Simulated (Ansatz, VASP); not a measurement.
# Ag in VASP and in Ansatz

```
Ag
1.0
    -0.02043    2.03288    2.03288
     2.03288   -0.02043    2.03288
     2.03288    2.03288   -0.02043
Ag
1
Cartesian
  0.0000 0.0000 0.0000
```

Change from the starting cell: equal xy, yz and zx shear strains of -1 %, crystal datasets.

Alike in both runs: task electric field gradients; functional LDA; k mesh 15 × 15 × 15; occupations fermi-dirac, width 0.05 eV; no spin polarisation.

```csv
,VASP,Ansatz
version,VASP 6.6.1,Ansatz 0.2.0
potentials or method,"VASP PAW LDA potentials, release 64 (Ag), cutoff 520 eV","all-electron PAW with datasets made for the crystal, scalar-relativistic"
```

|  | VASP | Ansatz | Ansatz less VASP |
| --- | --- | --- | --- |
| pressure (GPa) | -7.3 | -7.4 | -0.16 |
| traceless stress, the component that is largest in VASP (GPa) | 0.19 | 0.19 | 0.000 |
| size of Vzz on the site where it differs most (V/Å²) | 0.6 | 1.1 | +0.52 |

LDA's correlation is that of Perdew and Zunger in VASP and of Perdew and Wang (1992) in Ansatz. Ansatz ran all-electron here, and VASP with PAW potentials.
